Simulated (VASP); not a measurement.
A run of VASP 6.6.1 is set up as follows.

INCAR

```
PREC = Accurate ; ENCUT = 520
EDIFF = 1E-6 ; ISMEAR = -1
SIGMA = 0.02 ; LREAL = F
LASPH = T ; NELM = 80
ALGO = Normal ; ISIF = 2
LWAVE = F ; LCHARG = F
GGA = PS ; NBANDS = 17
```

The input KPOINTS:

```
Automatic mesh
0
Gamma
  6 6 6
```

POSCAR

```
PbS
1.0
    0.0000000000      3.2727935334      3.2727935334
    3.2727935334      0.0000000000      3.2727935334
    3.2727935334      3.2727935334      0.0000000000
Pb S
1 1
Direct
    0.0000000000      0.0000000000      0.0000000000
    0.2500000000      0.2500000000      0.2500000000
```

Potentials or basis: VASP PAW PBE potentials, release 64 (Pb_d, S).

Run with:

```sh
$ cat potpaw_PBE.64/Pb_d/POTCAR potpaw_PBE.64/S/POTCAR > POTCAR
$ mpirun -np 1 vasp_std > vasp.out
```

Task: What does it give for the band gap on the k mesh?

Result: 0.76 eV (least direct gap 1.15 eV).

Task: Estimate the pressure.

Result: -0.1 GPa.

Caveat: the PAW data sets were made with another functional, which shifts forces and pressure a little; spin-orbit coupling is left out, which moves the levels of the heavy elements. A k mesh can miss the band edges.
